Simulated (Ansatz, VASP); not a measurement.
**Two plane-wave programs on TiO**

```
CELL_PARAMETERS angstrom
2.85161 0.00000 0.00000
-1.42580 2.46956 0.00000
0.00000 0.00000 5.56750
ATOMIC_POSITIONS crystal
Ti 0.33333 0.66667 0.25000
Ti 0.66667 0.33333 0.75000
O 0.00000 0.00000 0.00000
O 0.00000 0.00000 0.50000
```

Alike in both runs: task single point; functional r2SCAN; k mesh 18 × 18 × 8; occupations methfessel-paxton of order 1, width 0.02 eV; no spin polarisation.

```csv
,VASP,Ansatz
version,VASP 6.6.1,Ansatz 0.2.0
potentials or method,"VASP PAW PBE potentials, release 64 (Ti_sv, O), cutoff 520 eV","scalar-relativistic, plane waves, PAW"
valence electrons in the cell,36,36
```

|  | VASP | Ansatz | Ansatz less VASP |
| --- | --- | --- | --- |
| gap on the k mesh at the Fermi level (eV) | none | none | - |
| pressure (GPa) | -3.6 | -5.3 | -1.69 |
| traceless stress, the component that is largest in VASP (GPa) | 1.23 | 0.96 | -0.272 |

VASP's potentials were made for PBE, not for r2SCAN. A gap of «none» marks a metal or a gap that the smearing closes. The functional is the same, so the differences come from potentials, cutoffs and numerics.
